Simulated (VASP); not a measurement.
Runs of VASP 6.6.1 on MgB. The structure is that of space group Pm-3m (No. 221), or close to it. The cells are those of the table. 

| task | level | cell | k mesh | cutoff (eV) | grid for exact exchange (PRECFOCK) | share of exact exchange | gap on the mesh (eV) | pressure (GPa) | relaxed volume (Å³/atom) |
| --- | --- | --- | --- | --- | --- | --- | --- | --- | --- |
| single point | r2SCAN | a = 2.732 Å, 2 atoms | 9 × 9 × 9 | 520 | - | - | none | 19.6 | - |
| relaxation of cell and atoms | r2SCAN | relaxed from a = 2.895 Å, 2 atoms | 9 × 9 × 9 | 600 | - | - | none | -0.1 | 11.97 |
| single point | r2SCAN | a = 2.886 Å, 2 atoms | 9 × 9 × 9 | 520 | - | - | none | (a) | - |
| relaxation of cell and atoms | PBE0 | relaxed from a = 2.895 Å, 2 atoms | 5 × 5 × 5 | 600 | Normal | 0.25 | none | 0.1 | 11.97 |

Alike in all rows: potentials or basis VASP PAW PBE potentials, release 64 (Mg, B); no spin polarisation; smearing fermi-dirac 0.05 eV.

Question: Estimate the missing entries.

Answer: (a) -0.4.

Caveats: some runs use coarse meshes; the PAW data sets were made with another functional, which shifts forces and pressure a little; the cell stands under pressure (at least some runs).

A gap of «none» marks levels without a gap at the run's occupations.
